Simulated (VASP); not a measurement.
# GaN (Imm2) in VASP: notebook, part 2 of 3

VASP 6.6.1. The steps go on from the part before.

## 3. Single point, PBEsol (strained cell)

File INCAR:

```
SYSTEM = GaN
PREC     = Accurate       ! precision mode
ENCUT    = 600            ! plane-wave cutoff, eV
EDIFF    = 1E-6           ! SCF threshold, eV
ISMEAR   = 0              ! smearing method
SIGMA    = 0.02           ! smearing width, eV
LREAL    = .FALSE.        ! projectors in reciprocal space
LASPH    = .TRUE.         ! aspherical terms in the spheres
NELM     = 120            ! most SCF steps
ALGO     = Normal         ! electronic algorithm
ISIF     = 2              ! what is computed and relaxed
LWAVE    = .FALSE.        ! write WAVECAR
LCHARG   = .FALSE.        ! write CHGCAR
GGA      = PS             ! functional
NBANDS   = 16             ! bands
GGA_COMPAT= .FALSE.
```

File KPOINTS:

```
Automatic mesh
0
G
  10 10 10
  0 0 0
```

File POSCAR:

```
GaN
1.0
   -0.0087045202      2.2353639573      2.2609627689
    2.2353639573     -0.0087045202      2.2609627689
    2.2266594371      2.2266594371      0.0000000000
Ga N
1 1
Direct
   -0.0005989031     -0.0005989031      0.0005989031
    0.2505989031      0.2505989031      0.2494010969
```

Potentials or basis: VASP PAW PBE potentials, release 64 (Ga_d, N).

Run with:

```bash
$ cat potpaw_PBE.64/Ga_d/POTCAR potpaw_PBE.64/N/POTCAR > POTCAR
$ mpirun -np 1 vasp_std > vasp.out
```

OUTCAR:

```text
SYSTEM = GaN
   PREC = Accurate
   ENCUT = 600
   EDIFF = 1E-6
   ISMEAR = 0
   LREAL = .FALSE.
   LASPH = .TRUE.
   NELM = 120
   ISIF = 2
   GGA = PS

 ion  position               nearest neighbor table
   1  0.999  0.999  0.001-   2 1.94   2 1.94   2 1.95   2 1.95
   2  0.251  0.251  0.249-   1 1.94   1 1.94   1 1.95   1 1.95

  LATTYP: Found a body centered orthorhombic cell.
 ALAT       =     3.1489719747
 B/A-ratio  =     1.0078184567
 C/A-ratio  =     1.4360005659

  Lattice vectors:

 A1 = (  -2.2353639573,   0.0087045202,   2.2609627689)
 A2 = (   2.2353639573,  -0.0087045202,   2.2609627689)
 A3 = (  -0.0087045202,   2.2353639573,  -2.2609627689)

Analysis of symmetry for initial positions (statically):
=====================================================================
 Subroutine PRICEL returns:
 Original cell was already a primitive cell.

 Routine SETGRP: Setting up the symmetry group for a
 body centered orthorhombic supercell.

 Subroutine GETGRP returns: Found  4 space group operations
 (whereof  4 operations were pure point group operations)
 out of a pool of  8 trial point group operations.

The static configuration has the point symmetry C_2v.

Analysis of symmetry for dynamics (positions and initial velocities):
=====================================================================
 Subroutine PRICEL returns:
 Original cell was already a primitive cell.

 Routine SETGRP: Setting up the symmetry group for a
 body centered orthorhombic supercell.

 Subroutine GETGRP returns: Found  4 space group operations
 (whereof  4 operations were pure point group operations)
 out of a pool of  8 trial point group operations.

The dynamic configuration has the point symmetry C_2v.

 Subroutine INISYM returns: Found  4 space group operations
 (whereof  4 operations are pure point group operations),
 and found     1 'primitive' translations

----------------------------------------------------------------------------------------

                                     Primitive cell

  volume of cell :      22.5951

  direct lattice vectors                    reciprocal lattice vectors
    -0.008704520  2.235363957  2.260962769    -0.222809600  0.222809600  0.221144730
     2.235363957 -0.008704520  2.260962769     0.222809600 -0.222809600  0.221144730
     2.226659437  2.226659437  0.000000000     0.224551627  0.224551627 -0.221144730

  length of vectors
     3.179446561  3.179446561  3.148971975     0.384958734  0.384958734  0.386977852

  position of ions in fractional coordinates (direct lattice)
     0.999401097  0.999401097  0.000598903
     0.250598903  0.250598903  0.249401097

  ion indices of the primitive-cell ions
   primitive index   ion index
                 1           1
                 2           2

----------------------------------------------------------------------------------------

 KPOINTS: Automatic mesh

Automatic generation of k-mesh.
 Grid dimensions read from file:
 generate k-points for:   10   10   10

 Generating k-lattice:

  Cartesian coordinates                     Fractional coordinates (reciprocal lattice)
    -0.022280960  0.022280960  0.022114473     0.100000000  0.000000000  0.000000000
     0.022280960 -0.022280960  0.022114473     0.000000000  0.100000000  0.000000000
     0.022455163  0.022455163 -0.022114473     0.000000000  0.000000000  0.100000000

  Length of vectors
     0.038495873  0.038495873  0.038697785

  Shift w.r.t. Gamma in fractional coordinates (k-lattice)
     0.000000000  0.000000000  0.000000000

 Subroutine IBZKPT returns following result:
 ===========================================

 Found    171 irreducible k-points:

 Following reciprocal coordinates:
            Coordinates               Weight
  0.000000  0.000000  0.000000      1.000000
  0.100000  0.000000  0.000000      4.000000
  0.200000  0.000000  0.000000      4.000000
  0.300000 -0.000000  0.000000      4.000000
  0.400000  0.000000  0.000000      4.000000
  0.500000  0.000000  0.000000      2.000000
[... 16 lines left out ...]
  0.300000  0.300000  0.000000      2.000000
  0.400000  0.300000  0.000000      4.000000
 [... further k-points ...]
   k-points           NKPTS =    171   k-points in BZ     NKDIM =    171   number of bands    NBANDS=     16
   number of dos      NEDOS =    301   number of ions     NIONS =      2
   total plane-waves  NPLWV =  21952
   dimension x,y,z NGX =    28 NGY =   28 NGZ =   28
   dimension x,y,z NGXF=    56 NGYF=   56 NGZF=   56
   ions per type =               1   1
   NGX,Y,Z   is equivalent  to a cutoff of  14.64, 14.64, 14.78 a.u.
   NGXF,Y,Z  is equivalent  to a cutoff of  29.28, 29.28, 29.56 a.u.
 SYSTEM =  GaN
   PREC   = accura    normal or accurate (medium, high low for compatibility)
   ISTART =      0    job   : 0-new  1-cont  2-samecut
   ICHARG =      2    charge: 1-file 2-atom 10-const
   ISPIN  =      1    spin polarized calculation?
   LNONCOLLINEAR =      F non collinear calculations
   LSORBIT =      F    spin-orbit coupling
   LASPH  =      T    aspherical Exc in radial PAW
   ENCUT  =  600.0 eV  44.10 Ry    6.64 a.u.   6.35  6.35  6.29*2*pi/ulx,y,z
   NELM   =    120;   NELMIN=  2; NELMDL= -5     # of ELM steps
   EDIFF  = 0.1E-05   stopping-criterion for ELM
   LREAL  =      F    real-space projection
   EDIFFG = 0.1E-04   stopping-criterion for IOM
   NSW    =      0    number of steps for IOM
   IBRION =     -1    ionic relax: 0-MD 1-quasi-New 2-CG
   NFREE  =      0    steps in history (QN), initial steepest desc. (CG)
   ISIF   =      2    stress and relaxation
   ISYM   =      2    0-nonsym 1-usesym 2-fastsym
   POTIM  = 0.5000    time-step for ionic-motion
   TEBEG  =    0.0;   TEEND  =   0.0 temperature during run
   PSTRESS=    0.0 pullay stress
   NELECT =      18.0000    total number of electrons
   NUPDOWN=      -1.0000    fix difference up-down
   EMIN   =  10.00;   EMAX   =-10.00  energy-range for DOS
   EFERMI =   0.00;   METHOD = LEGACY
   ISMEAR =     0;   SIGMA  =   0.02  broadening in eV -4-tet -1-fermi 0-gaus
   EFERMI_NEDOS =   21; number of points for ismear=-14 and -15
   IALGO  =     38    algorithm
   IMIX   =      4    mixing-type and parameters
     AMIX     =   0.40;   BMIX     =  1.00
     AMIX_MAG =   1.60;   BMIX_MAG =  1.00
  volume/ion in A,a.u.               =      11.30        76.24
  Fermi-wavevector in a.u.,A,eV,Ry     =   1.517614  2.867874 31.336275  2.303151
  Thomas-Fermi vector in A             =   2.626845
   LORBIT       =      0    0 simple, 1 ext, 2 COOP (PROOUT), +10 PAW based schemes
   GGA     = PS    functional components
   LHFCALC =     F    Hartree Fock is set to
   AEXX    =    0.0000 exact exchange contribution
   IVDW    =     0    specifies the selected vdW correction
   LEPSILON=     F    determine dielectric tensor
   LRPA    =     F    only Hartree local field effects (RPA)
 non-spin polarized calculation
 Gauss-broadening in eV      SIGMA  =   0.02
  energy-cutoff  :      600.00
  volume of cell :       22.60
 maximum number of plane-waves:       766
 NGX is ok and might be reduce to    28
   NGX = 13   NGY = 13   NGZ = 13

 number of electron      18.0000004 magnetization

 Free energy of the ion-electron system (eV)
  ---------------------------------------------------
  ext. energy  EPLUGINS =         0.00000000
  ---------------------------------------------------
  free energy    TOTEN  =       -13.12233479 eV

  energy without entropy =      -13.12233479  energy(sigma->0) =      -13.12233479

 E-fermi :   5.4812     XC(G=0): -11.9715

 val. band max:        5.3362438966   @ k =   0.0000   0.0000   0.0000
 cond. band min:       7.0543375514   @ k =   0.0000   0.0000   0.0000
 fundamental gap:      1.7180936549
 Fermi energy:         5.4812184840

 k-point     1 :       0.0000    0.0000    0.0000
  band No.  band energies     occupation
      1     -10.7535      2.00000
      2      -8.1340      2.00000
      3      -8.1228      2.00000
      4      -8.1197      2.00000
      5      -7.7876      2.00000
      6      -7.7866      2.00000
[... 8 lines left out ...]
     15      23.8318      0.00000
     16      24.1669      0.00000
[... 419 lines left out ...]
 k-point    24 :       0.4000    0.3000    0.0000
  band No.  band energies     occupation
      1      -9.7041      2.00000
      2      -7.9912      2.00000
      3      -7.8875      2.00000
      4      -7.8863      2.00000
      5      -7.7262      2.00000
      6      -6.9169      2.00000
[... 8 lines left out ...]
     15      27.7312      0.00000
     16      27.8888      0.00000

 [... further k-points ...]
[... 5 lines left out ...]
  --------------------------------------------------------------------------------------
  -------------------------------------------------------------------------------------
  Total        0.1983120      0.1983120     -0.0066405      0.1703671      0.0000000      0.0000000
  in kB       14.0619759     14.0619759     -0.4708645     12.0804455      0.0000000      0.0000000
  external PRESSURE =       9.2176958 kB  Pullay stress =       0.0000000 kB

 VOLUME and BASIS-vectors are now :
 -----------------------------------------------------------------------------
  energy-cutoff  :      600.00
  volume of cell :       22.60
      direct lattice vectors                 reciprocal lattice vectors
    -0.008704520  2.235363957  2.260962769    -0.222809600  0.222809600  0.221144730
     2.235363957 -0.008704520  2.260962769     0.222809600 -0.222809600  0.221144730
     2.226659437  2.226659437  0.000000000     0.224551627  0.224551627 -0.221144730

 POSITION                                       TOTAL-FORCE (eV/Angst)
 -----------------------------------------------------------------------------------
      2.22666      2.22666      4.51922         0.000000      0.000000      0.000771
      1.11333      1.11333      1.13319        -0.000000     -0.000000     -0.000771
 -----------------------------------------------------------------------------------
    total drift:                               -0.000000     -0.000000     -0.000001

  FREE ENERGIE OF THE ION-ELECTRON SYSTEM (eV)
  ---------------------------------------------------
  free  energy   TOTEN  =       -13.1223347937 eV

  energy  without entropy=      -13.1223347937  energy(sigma->0) =      -13.12233479
```

Wall time 1.9 min (1 thread of Intel Xeon 8259CL, shared host); peak memory 0.21 GiB.

Results:

```yaml
Free_energy: -13.1223 eV
Pressure: 0.9 GPa
Band_gap_on_the_k_mesh: 1.72 eV
```

Stress tensor (GPa, compression positive):
```
 1.41  1.21  0.00
 1.21  1.41  0.00
 0.00  0.00 -0.05
```

Caveat: the cell differs from its parent crystal (strained cell); the PAW data sets were made with another functional, which shifts forces and pressure a little.

## 4. Single point, PBEsol (strained cell)

File INCAR:

```
ALGO = Normal
EDIFF = 1E-6
ENCUT = 600
GGA = PS
GGA_COMPAT = F
ISIF = 2
ISMEAR = 0
LASPH = T
LCHARG = F
LREAL = F
LWAVE = F
NBANDS = 16
NELM = 120
PREC = Accurate
SIGMA = 0.02
```

File KPOINTS:

```
k-points
0
Gamma
  10 10 10
```

File POSCAR:

```
GaN
1.0
   -0.0119178319      2.2385772690      2.2648240670
    2.2385772690     -0.0119178319      2.2648240670
    2.2266594371      2.2266594371      0.0000000000
Ga N
1 1
Direct
   -0.0008046297     -0.0008046297      0.0008046297
    0.2508046297      0.2508046297      0.2491953703
```

Potentials or basis: VASP PAW PBE potentials, release 64 (Ga_d, N).

Run with:

```bash
$ cat potpaw_PBE.64/Ga_d/POTCAR potpaw_PBE.64/N/POTCAR > POTCAR
$ mpirun -np 1 vasp_std > vasp.out
```

OUTCAR:

```text
EDIFF = 1E-6
   ENCUT = 600
   GGA = PS
   ISIF = 2
   ISMEAR = 0
   LASPH = T
   LREAL = F
   NELM = 120
   PREC = Accurate

 ion  position               nearest neighbor table
   1  0.999  0.999  0.001-   2 1.94   2 1.94   2 1.95   2 1.95
   2  0.251  0.251  0.249-   1 1.94   1 1.94   1 1.95   1 1.95

  LATTYP: Found a body centered orthorhombic cell.
 ALAT       =     3.1489719747
 B/A-ratio  =     1.0107046742
 C/A-ratio  =     1.4384529841

  Lattice vectors:

[... 643 lines left out ...]

------------------------ aborting loop because EDIFF is reached ----------------------------------------

  FORCE on cell =-STRESS in cart. coord.  units (eV):
  Direction    XX          YY          ZZ          XY          YZ          ZX
  --------------------------------------------------------------------------------------
  -------------------------------------------------------------------------------------
  Total        0.0780396      0.0780396     -0.1342276      0.2328992      0.0000000      0.0000000
  in kB        5.5084460      5.5084460     -9.4744964     16.4392563      0.0000000      0.0000000
  external PRESSURE =       0.5141319 kB  Pullay stress =       0.0000000 kB

 VOLUME and BASIS-vectors are now :
 -----------------------------------------------------------------------------
  energy-cutoff  :      600.00
  volume of cell :       22.70
      direct lattice vectors                 reciprocal lattice vectors
    -0.011917832  2.238577269  2.264824067    -0.222173334  0.222173334  0.220767700
     2.238577269 -0.011917832  2.264824067     0.222173334 -0.222173334  0.220767700
     2.226659437  2.226659437  0.000000000     0.224551627  0.224551627 -0.220767700

 POSITION                                       TOTAL-FORCE (eV/Angst)
 -----------------------------------------------------------------------------------
      2.22666      2.22666      4.52600         0.000000      0.000000      0.001049
      1.11333      1.11333      1.13606         0.000000      0.000000     -0.001049
 -----------------------------------------------------------------------------------
    total drift:                               -0.000000     -0.000000     -0.000008

  FREE ENERGIE OF THE ION-ELECTRON SYSTEM (eV)
  ---------------------------------------------------
  free  energy   TOTEN  =       -13.1221954644 eV

  energy  without entropy=      -13.1221954644  energy(sigma->0) =      -13.12219546
```

OSZICAR:

```text
N       E                     dE             d eps       ncg     rms          rms(c)
DAV:   1     0.856376274032E+02    0.85638E+02   -0.10120E+04  6160   0.220E+03
DAV:   2    -0.870473779716E+01   -0.94342E+02   -0.87607E+02  6264   0.349E+02
DAV:   3    -0.148696668835E+02   -0.61649E+01   -0.61380E+01  6392   0.756E+01
DAV:   4    -0.149423390047E+02   -0.72672E-01   -0.72659E-01  6920   0.883E+00
DAV:   5    -0.149433039797E+02   -0.96498E-03   -0.96497E-03  6560   0.922E-01    0.722E+00
DAV:   6    -0.131519372855E+02    0.17914E+01   -0.42432E+00  8360   0.399E+01    0.264E+00
DAV:   7    -0.131417318420E+02    0.10205E-01   -0.28311E-01  5896   0.578E+00    0.168E+00
DAV:   8    -0.131253161754E+02    0.16416E-01   -0.52010E-02  7072   0.271E+00    0.666E-01
DAV:   9    -0.131221245578E+02    0.31916E-02   -0.11838E-02  8192   0.239E+00    0.168E-01
DAV:  10    -0.131222308586E+02   -0.10630E-03   -0.11752E-03  6512   0.490E-01    0.749E-02
DAV:  11    -0.131221935179E+02    0.37341E-04   -0.14192E-04  8472   0.189E-01    0.702E-03
DAV:  12    -0.131221955317E+02   -0.20138E-05   -0.12901E-05  6272   0.447E-02    0.443E-03
DAV:  13    -0.131221954644E+02    0.67286E-07   -0.42640E-07  4232   0.104E-02
   1 F= -.13122195E+02 E0= -.13122195E+02  d E =-.399574E-27
```

stdout:

```text
POSCAR found type information on POSCAR GaN
 POSCAR found :  2 types and       2 ions
 scaLAPACK will be used
 -----------------------------------------------------------------------------
|                                                                             |
|                                                                             |
|     You enforced a specific xc type in the INCAR file but a different       |
|     I HOPE YOU KNOW WHAT YOU ARE DOING!                                     |
|                                                                             |
 -----------------------------------------------------------------------------

 LDA part: xc-table for (Slater+PW92), standard interpolation
 POSCAR, INCAR and KPOINTS ok, starting setup
 FFT: planning ... GRIDC
 FFT: planning ... GRID_SOFT
 FFT: planning ... GRID
 WAVECAR not read
 entering main loop
```

It took 1.7 min on 1 thread of Intel Xeon 8259CL, shared host; peak memory 0.22 GiB.

What came out:

```
Free energy            : -13.1222 eV
Pressure               : 0.1 GPa
Band gap on the k mesh : 1.68 eV
```

Caveat: the cell differs from its parent crystal (strained cell); the PAW data sets were made with another functional, which shifts forces and pressure a little.

(Continued in part 3 of 3.)
